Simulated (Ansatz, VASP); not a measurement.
# One calculation of Zr, two programs

The input POSCAR:

```
Zr
1.0
    3.2463687179      0.0000000000      0.0000000000
   -1.6231843590      2.8114377798      0.0000000000
    0.0000000000      0.0000000000      5.1499875957
Zr
2
Direct
    0.3333333333      0.6666666667      0.2500000000
    0.6666666667      0.3333333333      0.7500000000
```

Contents of INCAR.step1:

```
ALGO = Normal
EDIFF = 1E-4
ENCUT = 520
GGA = PE
ISMEAR = 0
LASPH = True
LCHARG = False
LREAL = False
LWAVE = True
NBANDS = 19
NELM = 80
PREC = Accurate
SIGMA = 0.1
```

The input INCAR.step2:

```
ALGO = Normal
EDIFF = 1E-7
ENCUT = 520
ISIF = 2
ISMEAR = 0
ISTART = 1
LASPH = True
LCHARG = False
LMIXTAU = True
LREAL = False
LWAVE = False
METAGGA = R2SCAN
NBANDS = 19
NELM = 80
PREC = Accurate
SIGMA = 0.1
```

The input KPOINTS:

```
k-points
0
Gamma
  15 15 8
```

Input for Ansatz:

```yaml
crystal:
  lattice:
    - [3.2463687179, 0.0, 0.0]
    - [-1.623184359, 2.8114377798, 0.0]
    - [0.0, 0.0, 5.1499875957]
  atoms:
    - { symbol: Zr, position: [0.3333333333, 0.6666666667, 0.25] }
    - { symbol: Zr, position: [0.6666666667, 0.3333333333, 0.75] }
basis:
  ecutwfc: 500
kpoints:
  mp_grid: { grid: [15, 15, 8] }
  band_path:
    path:
      - [[0.0, 0.0, 0.0], [0.5, 0.0, 0.0], [0.33333333, 0.33333333, 0.0], [0.0, 0.0, 0.0], [0.0, 0.0, 0.5], [0.5, 0.0, 0.5], [0.33333333, 0.33333333, 0.5], [0.0, 0.0, 0.5]]
      - [[0.5, 0.0, 0.5], [0.5, 0.0, 0.0]]
      - [[0.33333333, 0.33333333, 0.5], [0.33333333, 0.33333333, 0.0]]
    npoints: 14
hamiltonian:
  xc: r2scan
scf:
  occupations: { method: gaussian, width: 0.1 }
  n_extra_bands: 6
output:
  forces: true
  stress: true
  eigenvalues: true
  populations: true
  dos: { projected: true, de: 0.02, nscf_kmesh: { grid: [23, 23, 12] } }
  bader: true
  write_density: true
  write_potential: true
  elf: true
  volumetric_format: npy
```

Alike in both runs: task single point; functional r2SCAN; k mesh 15 × 15 × 8; occupations gaussian, width 0.1 eV; no spin polarisation.

```csv
,VASP,Ansatz
version,VASP 6.6.1,Ansatz 0.2.0
potentials or method,"VASP PAW PBE potentials, release 64 (Zr_sv), cutoff 520 eV","scalar-relativistic, plane waves, PAW"
valence electrons in the cell,24,24
```

```tsv
	VASP	Ansatz	Ansatz less VASP
gap on the k mesh at the Fermi level (eV)	none	none	-
pressure (GPa)	0.0	0.0	0.00
```

VASP's potentials were made for PBE, not for r2SCAN. A gap of «none» marks a metal or a gap that the smearing closes.
